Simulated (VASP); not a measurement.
# HfH3 (Pm-3m) in VASP: a series of runs, part 2 of 2

VASP 6.6.1.

## Step 3: Single point, r2SCAN+D3(BJ)

Input file POSCAR:

```
HfH3
1.0
    3.0354978910      0.0000000000      0.0000000000
    0.0000000000      3.0354978910      0.0000000000
    0.0000000000      0.0000000000      3.0354978910
Hf H
1 3
Direct
    0.0000000000      0.0000000000      0.0000000000
    0.0000000000      0.5000000000      0.5000000000
    0.5000000000      0.0000000000      0.5000000000
    0.5000000000      0.5000000000      0.0000000000
```

Input file INCAR.step1:

```
PREC = Accurate
ENCUT = 520
ISMEAR = 1
SIGMA = 0.05
LREAL = F
LASPH = T
NELM = 80
NBANDS = 14
GGA = PE
ALGO = Normal
EDIFF = 1E-4
LWAVE = T
LCHARG = F
```

Input file INCAR.step2:

```
PREC = Accurate
ENCUT = 520
EDIFF = 1E-6
ISMEAR = 1
SIGMA = 0.05
LREAL = F
LASPH = T
NELM = 80
ALGO = Normal
ISIF = 2
LWAVE = F
LCHARG = F
METAGGA = R2SCAN
LMIXTAU = T
IVDW = 12
NBANDS = 14
VDW_S6 = 1.0
VDW_S8 = 0.78981345
VDW_A1 = 0.49484001
VDW_A2 = 5.73083694
ISTART = 1
```

Input file KPOINTS:

```
Automatic mesh
0
Gamma
  8 8 8
```

Potentials or basis: VASP PAW PBE potentials, release 64 (Hf_pv, H).

Launch:

```console
$ cat potpaw_PBE.64/Hf_pv/POTCAR potpaw_PBE.64/H/POTCAR > POTCAR
$ cp INCAR.step1 INCAR
$ mpirun -np 1 vasp_std > vasp.out
$ cp INCAR.step2 INCAR
$ mpirun -np 1 vasp_std > vasp.out
```

It took 33 s on 1 thread of Intel Xeon 6975P-C, shared host; peak memory 0.17 GiB.

It converged, with:

```
Free energy                : -56.9841 eV
Pressure                   : 2.1 GPa
Dispersion energy per atom : -0.095 eV
```

Levels at points of the mesh, in eV from the Fermi level:
```csv
k point,band 2,band 3,band 4,band 5,band 6,band 7,band 8,band 9,band 10,band 11
"(0.00, 0.00, 0.00)",-31.90,-31.90,-12.26,-4.88,-4.88,5.22,5.22,5.22,6.79,6.79
"(0.50, 0.00, 0.00)",-31.84,-31.84,-8.25,-7.53,-1.61,-0.22,1.54,1.54,5.57,7.33
"(0.50, 0.50, 0.00)",-32.54,-31.78,-7.82,-4.33,-4.33,-2.28,2.34,2.34,7.06,9.93
"(0.50, 0.50, 0.50)",-32.43,-32.43,-6.75,-6.75,-6.75,4.01,6.19,6.19,6.19,7.37
```

Caveat: the PAW data sets were made with another functional, which shifts forces and pressure a little; spin-orbit coupling is left out, which moves the levels of the heavy elements; pairwise dispersion overbinds metals, which lowers pressure and volume.

## Step 4: Relaxation of cell and atoms, PBEsol+D3(BJ)

This run uses another cell than the first one, of 7.34 Å³/atom, 1.049 times its volume.

Input file INCAR:

```
SYSTEM = HfH3
PREC = Accurate
ENCUT = 600
EDIFF = 1E-6
ISMEAR = 1
SIGMA = 0.05
LREAL = .False.
LASPH = .True.
NELM = 80
ALGO = Normal
ISIF = 3
LWAVE = .False.
LCHARG = .False.
GGA = PS
IVDW = 12
IBRION = 2
NSW = 60
EDIFFG = -0.01
```

Input file KPOINTS:

```
Automatic mesh
0
Gamma
  6 6 6
  0 0 0
```

Input file POSCAR:

```
HfH3
1.0
    3.0845540000      0.0000000000      0.0000000000
    0.0000000000      3.0845540000      0.0000000000
    0.0000000000      0.0000000000      3.0845540000
Hf H
1 3
Direct
    0.0000000000      0.0000000000      0.0000000000
    0.0000000000      0.5000000000      0.5000000000
    0.5000000000      0.0000000000      0.5000000000
    0.5000000000      0.5000000000      0.0000000000
```

Potentials or basis: VASP PAW PBE potentials, release 64 (Hf_pv, H).

Launch:

```console
$ cat potpaw_PBE.64/Hf_pv/POTCAR potpaw_PBE.64/H/POTCAR > POTCAR
$ mpirun -np 1 vasp_std > vasp.out
```

OUTCAR:

```text
SYSTEM = HfH3
   PREC = Accurate
   ENCUT = 600
   EDIFF = 1E-6
   ISMEAR = 1
   LREAL = .False.
   LASPH = .True.
   NELM = 80
   ISIF = 3
   GGA = PS
   IVDW = 12
   IBRION = 2
   NSW = 60
   EDIFFG = -0.01
 IVDW          = 12

 ion  position               nearest neighbor table
   1  0.000  0.000  0.000-   2 2.18   3 2.18   4 2.18   2 2.18   3 2.18   2 2.18   4 2.18   2 2.18
                             3 2.18   4 2.18   3 2.18   4 2.18
   2  0.000  0.500  0.500-   1 2.18   1 2.18   1 2.18   1 2.18
   3  0.500  0.000  0.500-   1 2.18   1 2.18   1 2.18   1 2.18
   4  0.500  0.500  0.000-   1 2.18   1 2.18   1 2.18   1 2.18

  LATTYP: Found a simple cubic cell.
 ALAT       =     3.0845540000

  Lattice vectors:

 A1 = (   3.0845540000,   0.0000000000,   0.0000000000)
 A2 = (   0.0000000000,   3.0845540000,   0.0000000000)
[... 174 lines left out ...]
  ---------------------------------------------------
  free energy    TOTEN  =       -21.59121262 eV

  energy without entropy =      -21.59117280  energy(sigma->0) =      -21.59119934

------------------------ aborting loop because EDIFF is reached ----------------------------------------

 Edisp (eV)   -0.70417

 E8    (eV) :    -0.4650
[... 75 lines left out ...]
--------------------------------------- Ionic step        3  -------------------------------------------

 number of electron      12.9999998 magnetization

 Free energy of the ion-electron system (eV)
  ---------------------------------------------------
  ext. energy  EPLUGINS =         0.00000000
  ---------------------------------------------------
  free energy    TOTEN  =       -21.58869491 eV

  energy without entropy =      -21.58857313  energy(sigma->0) =      -21.58865432

 E-fermi :   5.2191     XC(G=0): -11.7090

 val. band max:        5.1073000640   @ k =   0.3333   0.3333   0.1667
 cond. band min:       5.2299957223   @ k =   0.5000   0.0000   0.0000
 fundamental gap:      0.1226956583
 Fermi energy:         5.2191031346

 k-point     1 :       0.0000    0.0000    0.0000
  band No.  band energies     occupation
      1     -25.4790      2.00000
      2     -25.4790      2.00000
      3     -25.4790      2.00000
      4      -6.6669      2.00000
      5       0.5792      2.00000
      6       0.5792      2.00000
      7       9.9737      0.00000
      8       9.9737      0.00000
      9       9.9737      0.00000
     10      11.9166      0.00000
[... 280 lines left out ...]
  FREE ENERGIE OF THE ION-ELECTRON SYSTEM (eV)
  ---------------------------------------------------
  free  energy   TOTEN  =       -22.3311436381 eV

  energy  without entropy=      -22.3310218591  energy(sigma->0) =      -22.33110305

 reached required accuracy - stopping structural energy minimisation
```

CONTCAR:

```text
HfH3
   1.00000000000000
     3.0318482190220291    0.0000000000000000   -0.0000000000000000
     0.0000000000000000    3.0318482190220291   -0.0000000000000000
     0.0000000000000000    0.0000000000000000    3.0318482190220291
  Hf              H
     1     3
Direct
     0.0000000000000000    0.0000000000000000    0.0000000000000000
     0.0000000000000000    0.5000000000000000    0.5000000000000000
     0.5000000000000000    0.0000000000000000    0.5000000000000000
     0.5000000000000000    0.5000000000000000    0.0000000000000000

  0.00000000E+00  0.00000000E+00  0.00000000E+00
  0.00000000E+00  0.00000000E+00  0.00000000E+00
  0.00000000E+00  0.00000000E+00  0.00000000E+00
  0.00000000E+00  0.00000000E+00  0.00000000E+00
```

Wall time 24 s (1 thread of Intel Xeon 6975P-C, shared host); peak memory 0.18 GiB.

What came out:

```
Free energy                            : -22.3311 eV
Relaxed volume                         : 6.97 Å³/atom
Relaxed cell                           : a = 3.032 Å, b = 3.032 Å, c = 3.032 Å, α = 90.00°, β = 90.00°, γ = 90.00°
Space group after relaxing (to 0.05 Å) : Pm-3m (No. 221)
Energy gained by relaxing              : 8.9 meV/atom
Ionic steps                            : 3
Pressure after relaxing                : -0.1 GPa
Dispersion energy per atom             : -0.186 eV
```

The path:
```tsv
step	energy change (eV)	largest force (eV/Å)	pressure (GPa)	volume (Å³)
1	0.0000	0.0000	-7.36	29.35
2	-0.0356	0.0000	-0.41	27.94
3	-0.0358	0.0000	-0.05	27.87
```

Final structure:
```
CELL_PARAMETERS angstrom
3.03185 0.00000 0.00000
0.00000 3.03185 0.00000
0.00000 0.00000 3.03185
ATOMIC_POSITIONS crystal
Hf 0.00000 0.00000 0.00000
H 0.00000 0.50000 0.50000
H 0.50000 0.00000 0.50000
H 0.50000 0.50000 0.00000
```

Caveat: the PAW data sets were made with another functional, which shifts forces and pressure a little; spin-orbit coupling is left out, which moves the levels of the heavy elements; pairwise dispersion overbinds metals, which lowers pressure and volume.

## Step 5: Overview

```tsv
task	level	cell	k mesh	cutoff (eV)	gap on the mesh (eV)	pressure (GPa)
single point	PBEsol+D3(BJ)	a = 3.035 Å, 4 atoms	6 × 6 × 6	520	none	-0.7
single point	r2SCAN+D3(BJ)	a = 3.035 Å, 4 atoms	8 × 8 × 8	520	none	2.1
relaxation of cell and atoms	PBEsol+D3(BJ)	relaxed from a = 3.085 Å, 4 atoms	6 × 6 × 6	600	none	-0.1
```

Alike in all rows: potentials or basis VASP PAW PBE potentials, release 64 (Hf_pv, H); no spin polarisation; smearing methfessel-paxton 0.05 eV.

Caveats: the PAW data sets were made with another functional, which shifts forces and pressure a little; spin-orbit coupling is left out, which moves the levels of the heavy elements; pairwise dispersion overbinds metals, which lowers pressure and volume.

Total energies depend on the potentials used, so only differences within one code and one set of settings carry meaning.
